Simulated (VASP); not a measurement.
A run of VASP 6.6.1 is set up as follows.

Contents of INCAR:

```
PREC = Accurate
ENCUT = 520
EDIFF = 1E-6
ISMEAR = 0
SIGMA = 0.1
LREAL = F
LASPH = T
NELM = 80
ALGO = Normal
ISIF = 2
LWAVE = F
LCHARG = F
LDIPOL = T
IDIPOL = 3
DIPOL = 0.5 0.5 0.324
GGA = PE
NBANDS = 60
```

KPOINTS

```
regular mesh
0
Gamma
  4 5 1
```

POSCAR

```
Zr8C
1.0
    6.4655797184      0.0000000000      0.0000000000
    0.0000000000      5.1691196971      0.0000000000
    0.0000000000      0.0000000000     18.9770873264
Zr C
8 1
Direct
    0.0000000000      0.7500000000      0.2107805024
    0.5000000000      0.7500000000      0.2107805024
    0.2500000000      0.2500000000      0.2599569661
    0.7500000000      0.2500000000      0.2599569661
    0.2500000000      0.7500000000      0.3477072663
    0.7500000000      0.7500000000      0.3477072663
    0.0000000000      0.2500000000      0.3940060557
    0.5000000000      0.2500000000      0.3940060557
    0.0000000000      0.2500000000      0.4951018575
```

Potentials or basis: VASP PAW PBE potentials, release 64 (Zr_sv, C).

The run is started by

```sh
$ cat potpaw_PBE.64/Zr_sv/POTCAR potpaw_PBE.64/C/POTCAR > POTCAR
$ mpirun -np 1 vasp_std > vasp.out
```

Problem. What does it give for the band gap on the k mesh?

Solution. Zero (bands 50 and 51 overlap by 0.13 eV).

Problem. Estimate the largest force.

Solution. 1.189 eV/Å.

Forces in eV/Å, atoms in the order of the input:
```
Zr   0.000  0.000  0.215
Zr   0.000  0.000  0.416
Zr  -0.109  0.000 -0.467
Zr   0.109  0.000 -0.467
Zr   0.264  0.000 -0.051
Zr  -0.264  0.000 -0.051
Zr   0.000  0.000 -0.844
Zr   0.000  0.000  1.189
C    0.000  0.000  0.061
```
